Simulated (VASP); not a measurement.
Runs of VASP 6.6.1 on TiO2. The structure is that of space group P6/mmm (No. 191), or close to it. The cells are those of the table. 

```tsv
task	cell	cutoff (eV)	gap on the mesh (eV)	pressure (GPa)
relaxation of cell and atoms	relaxed from a = 3.070, b = 3.070, c = 3.377 Å, angles 90.0, 90.0, 120.0°, 3 atoms	600	none	0.0
single point	a = 3.378, b = 3.378, c = 2.466 Å, angles 90.0, 90.0, 120.0°, 3 atoms	520	none	6.1
single point	a = 3.398, b = 3.398, c = 2.483 Å, angles 90.0, 90.0, 120.0°, 3 atoms	520	none	(a)
single point	a = 3.360, b = 3.360, c = 2.449 Å, angles 90.0, 90.0, 120.0°, 3 atoms	520	none	11.1
relaxation of cell and atoms	relaxed to 20 GPa from a = 3.070, b = 3.070, c = 3.377 Å, angles 90.0, 90.0, 120.0°, 3 atoms	600	none	20.0
single point	a = 3.327, b = 3.327, c = 2.420 Å, angles 90.0, 90.0, 120.0°, 3 atoms	520	none	21.3
relaxation of cell and atoms	relaxed to 10 GPa from a = 3.070, b = 3.070, c = 3.377 Å, angles 90.0, 90.0, 120.0°, 3 atoms	600	none	9.9
relaxation of cell and atoms	relaxed to 5 GPa from a = 3.070, b = 3.070, c = 3.377 Å, angles 90.0, 90.0, 120.0°, 3 atoms	600	none	4.9
```

Alike in all rows: level LDA; potentials or basis VASP PAW LDA potentials, release 64 (Ti_sv, O); no spin polarisation; k mesh 8 × 8 × 7; smearing methfessel-paxton 0.02 eV.

Question: Estimate the missing entries.

Answer: (a) 1.0.

Caveats: some runs use coarse meshes; semilocal functionals often make such compounds metallic where correlation or magnetic order opens a gap, which also shifts bond lengths; the cell is relaxed towards a set pressure, so the enthalpy falls and the energy may rise (some runs).

A gap of «none» marks levels without a gap at the run's occupations.
